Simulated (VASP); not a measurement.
A run of VASP 6.6.1 is set up as follows.

File INCAR:

```
SYSTEM = Ti3Al5
PREC     = Accurate       ! precision mode
ENCUT    = 500            ! plane-wave cutoff, eV
EDIFF    = 1E-6           ! SCF threshold, eV
ISMEAR   = 0              ! smearing method
SIGMA    = 0.1            ! smearing width, eV
LREAL    = .FALSE.        ! projectors in reciprocal space
LASPH    = .TRUE.         ! aspherical terms in the spheres
NELM     = 120            ! most SCF steps
ALGO     = Normal         ! electronic algorithm
ISIF     = 2              ! what is computed and relaxed
LWAVE    = .FALSE.        ! write WAVECAR
LCHARG   = .FALSE.        ! write CHGCAR
NBANDS   = 36             ! bands
GGA_COMPAT= .FALSE.
```

Contents of KPOINTS:

```
Automatic mesh
0
G
  10 10 4
  0 0 0
```

File POSCAR:

```
Ti3Al5
1.0
    3.8441707539      0.0000000000      0.0000000000
    0.0000000000      3.8441707539      0.0000000000
    0.0000000000      0.0000000000      8.2232594296
Ti Al
3 5
Direct
    0.0000000000      0.0000000000      0.5000000000
    0.5000000000      0.5000000000      0.0000000000
    0.5000000000      0.5000000000      0.5000000000
    0.0000000000      0.5000000000      0.2524321638
    0.0000000000      0.5000000000      0.7475678362
    0.5000000000      0.0000000000      0.2524321638
    0.5000000000      0.0000000000      0.7475678362
    0.0000000000      0.0000000000      0.0000000000
```

Potentials or basis: VASP PAW LDA potentials, release 64 (Ti_sv, Al).

Run with:

```sh
$ cat potpaw_LDA.64/Ti_sv/POTCAR potpaw_LDA.64/Al/POTCAR > POTCAR
$ mpirun -np 1 vasp_std > vasp.out
```

Problem. What does it give for the pressure?

Solution. 0.1 GPa.

Forces in eV/Å, atoms in the order of the input:
```
Ti   0.000  0.000  0.000
Ti   0.000  0.000  0.000
Ti   0.000  0.000  0.000
Al   0.000  0.000 -0.003
Al   0.000  0.000  0.003
Al   0.000  0.000 -0.003
Al   0.000  0.000  0.003
Al   0.000  0.000  0.000
```
